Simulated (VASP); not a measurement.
Runs of VASP 6.6.1 on WSe2. The structure is that of space group C2/m (No. 12), or close to it. The cells are those of the table. 

| cell | gap on the mesh (eV) | pressure (GPa) | largest force (eV/Å) |
| --- | --- | --- | --- |
| a = 3.271, b = 3.271, c = 13.254 Å, angles 86.5, 86.5, 60.0°, 6 atoms | 1.10 | 0.8 | (b) |
| a = 3.271, b = 3.271, c = 13.521 Å, angles 79.5, 79.5, 60.0°, 6 atoms | 1.11 | 0.8 | 0.12 |
| a = 3.271, b = 3.271, c = 13.229 Å, angles 88.2, 88.2, 60.0°, 6 atoms | 1.12 | 0.5 | 0.07 |
| a = 3.271, b = 3.271, c = 13.430 Å, angles 81.2, 81.2, 60.0°, 6 atoms | 1.07 | 1.1 | 0.22 |
| a = 3.271, b = 3.271, c = 13.627 Å, angles 77.9, 77.9, 60.0°, 6 atoms | 1.14 | (a) | 0.07 |
| a = 3.271, b = 3.271, c = 13.887 Å, angles 74.6, 74.6, 60.0°, 6 atoms | 1.14 | 0.6 | 0.07 |
| a = 3.271, b = 3.271, c = 13.296 Å, angles 84.7, 84.7, 60.0°, 6 atoms | 1.07 | 1.1 | 0.22 |
| a = 3.271, b = 3.271, c = 14.038 Å, angles 73.1, 73.1, 60.0°, 6 atoms | 1.12 | 0.6 | 0.07 |
| a = 3.271, b = 3.271, c = 14.204 Å, angles 71.5, 71.5, 60.0°, 6 atoms | 1.12 | 0.5 | 0.07 |

Alike in all rows: task single point; level PBEsol; potentials or basis VASP PAW PBE potentials, release 64 (W_sv, Se); no spin polarisation; k mesh 9 × 9 × 2; cutoff (eV) 520; smearing gaussian 0.05 eV.

Task: Estimate the missing entries.

Result: (a) 0.7; (b) 0.11.

Caveats: the PAW data sets were made with another functional, which shifts forces and pressure a little; spin-orbit coupling is left out, which moves the levels of the heavy elements; this functional lacks dispersion, which binds the layers, so the pressure and a relaxed spacing across them are unreliable.

A k mesh can miss the band edges, and the runs leave out spin-orbit coupling on Se, W.
